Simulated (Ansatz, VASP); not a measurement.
**One calculation of BaF2, two programs**

```
Ba F
1.0
     0.00000    3.09716    3.09716
     3.09716    0.00000    3.09716
     3.09716    3.09716    0.00000
Ba F
1 2
Cartesian
  0.0000 0.0000 0.0000
  1.5486 1.5486 1.5486
  4.6457 4.6457 4.6457
```

Alike in both runs: task single point; functional PBEsol; k mesh 3 × 3 × 3; no spin polarisation.

|  | VASP | Ansatz |
| --- | --- | --- |
| version | VASP 6.6.1 | Ansatz 0.2.0 |
| potentials or method | VASP PAW PBE potentials, release 64 (Ba_sv, F) | plane waves |
| plane-wave cutoff (eV) | 600 | 420 |
| occupations | gaussian, width 0.01 eV | fixed |
| valence electrons in the cell | 24 | 24 |

|  | VASP | Ansatz | Ansatz less VASP |
| --- | --- | --- | --- |
| gap on the k mesh at the Fermi level (eV) | 6.72 | 6.79 | +0.076 |
| pressure (GPa) | -0.5 | -1.6 | -1.07 |

VASP's potentials were made for PBE, not for PBEsol.

The k mesh is coarse, so the values compare programs but aren't converged. Neither program's run includes spin-orbit coupling.
